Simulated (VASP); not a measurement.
Te: single point with PBE

Te:

```xyz
3
Lattice="0.0000 4.7254 0.0000 4.2190 -2.3627 0.0000 -0.1300 0.0000 -3.9432" Properties=species:S:1:pos:R:3 pbc="T T T"
Te    2.6916    0.0000   -1.2815
Te    1.3973    2.3627   -2.6617
Te    0.0000    0.0000    0.0000
```

```
Program                : VASP 6.6.1
Task                   : single point
Functional             : PBE
Potentials or basis    : VASP PAW PBE potentials, release 64 (Te)
Cutoff                 : 520 eV
k mesh                 : 5 × 5 × 5
Occupations            : fermi-dirac, width 0.1 eV
Spin                   : no spin polarisation
Dipole correction      : no
Further INCAR settings : ALGO = Normal; EDIFF = 1e-07; NBANDS = 16
```

The pressure is 10.3 GPa and the largest force is 0.545 eV/Å. The band gap on the k mesh is zero (band 9 reaches 10.14 eV, above the bottom of band 10 at 7.55 eV).

Forces in eV/Å, atoms in the order of the input:
```
Te   0.484  0.000 -0.250
Te  -0.484  0.000  0.250
Te   0.000  0.000  0.000
```

Stress tensor (GPa, compression positive):
```
 9.32  0.00 -1.26
 0.00 10.46  0.00
-1.26  0.00 11.15
```

Levels at points of the mesh, in eV from the Fermi level:
| k point | band 6 | band 7 | band 8 | band 9 | band 10 | band 11 | band 12 | band 13 |
| --- | --- | --- | --- | --- | --- | --- | --- | --- |
| (0.00, 0.00, 0.00) | -3.94 | -3.92 | -2.18 | -1.86 | 1.62 | 3.04 | 3.39 | 5.77 |

Wall time 32 s on 1 thread of Intel(R) Xeon(R) Platinum 8259CL CPU @ 2.50GHz (Skylake/Cascade Lake) (shared host), peak memory 0.2 GiB.

Caveat: spin-orbit coupling is left out, which moves the levels of the heavy elements.
